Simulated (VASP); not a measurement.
Input of a VASP 6.6.1 run:

File INCAR:

```
PREC     = Accurate       # precision mode
ENCUT    = 520            # plane-wave cutoff, eV
EDIFF    = 1E-6           # SCF threshold, eV
ISMEAR   = 0              # smearing method
SIGMA    = 0.1            # smearing width, eV
LREAL    = False          # projectors in reciprocal space
LASPH    = True           # aspherical terms in the spheres
NELM     = 60             # most SCF steps
ALGO     = Normal         # electronic algorithm
ISIF     = 2              # what is computed and relaxed
LWAVE    = False          # write WAVECAR
LCHARG   = False          # write CHGCAR
GGA      = PE             # functional
IVDW     = 12             # dispersion correction
NBANDS   = 13             # bands
```

File KPOINTS:

```
Automatic mesh
0
Gamma
  18 18 12
```

POSCAR

```
Te
1.0
    3.9313212482      0.0000000000      0.0000000000
   -1.9656606241      3.4046240714      0.0000000000
    0.0000000000      0.0000000000      4.4153247477
Te
2
Direct
    0.6666666667      0.3333333333      0.2500000000
    0.3333333333      0.6666666667      0.7500000000
```

Potentials or basis: VASP PAW PBE potentials, release 64 (Te).

Run with:

```sh
$ cat potpaw_PBE.64/Te/POTCAR > POTCAR
$ mpirun -np 1 vasp_std > vasp.out
```

Question: What does it give for the dispersion energy per atom?

Answer: -0.495 eV.

Question: Estimate the pressure.

Answer: -0.1 GPa.

Question: Estimate the band gap on the k mesh.

Answer: Zero (band 6 reaches 8.63 eV, above the bottom of band 7 at 5.95 eV).

Caveat: spin-orbit coupling is left out, which moves the levels of the heavy elements; pairwise dispersion overbinds metals, which lowers pressure and volume.
